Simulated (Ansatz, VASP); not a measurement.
## CoSn: VASP beside Ansatz

```
Co Sn
1.0
     5.13096    0.00000    0.00000
    -2.56548    4.44354    0.00000
     0.00000    0.00000    4.50780
Co Sn
3 3
Direct
  0.00000 0.50000 0.00000
  0.50000 0.50000 0.00000
  0.50000 0.00000 0.00000
  0.66667 0.33333 0.50000
  0.33333 0.66667 0.50000
  0.00000 0.00000 0.00000
```

Alike in both runs: task single point; functional PBE; k mesh 12 × 12 × 12; occupations gaussian, width 0.15 eV; no spin polarisation.

```csv
,VASP,Ansatz
version,VASP 6.6.1,Ansatz 0.2.0
potentials or method,"VASP PAW PBE potentials, release 64 (Co, Sn_d), cutoff 520 eV","scalar-relativistic, plane waves, PAW"
valence electrons in the cell,69,93
```

Ansatz gave:

```
gap on the k mesh at the Fermi level (eV)                     : none
pressure (GPa)                                                : 1.4
traceless stress, the component that is largest in VASP (GPa) : -11.40
```

Task: Estimate VASP's values.

Result: gap on the k mesh at the Fermi level (eV): none; pressure (GPa): 1.3; traceless stress, the component that is largest in VASP (GPa): -11.41.

A gap of «none» marks a metal or a gap that the smearing closes. With one functional, cell and mesh, what is left measures potentials, basis and numerics. VASP's potentials hold 69 valence electrons a cell and Ansatz's 93, so a difference there can come from the potentials and not from the codes.
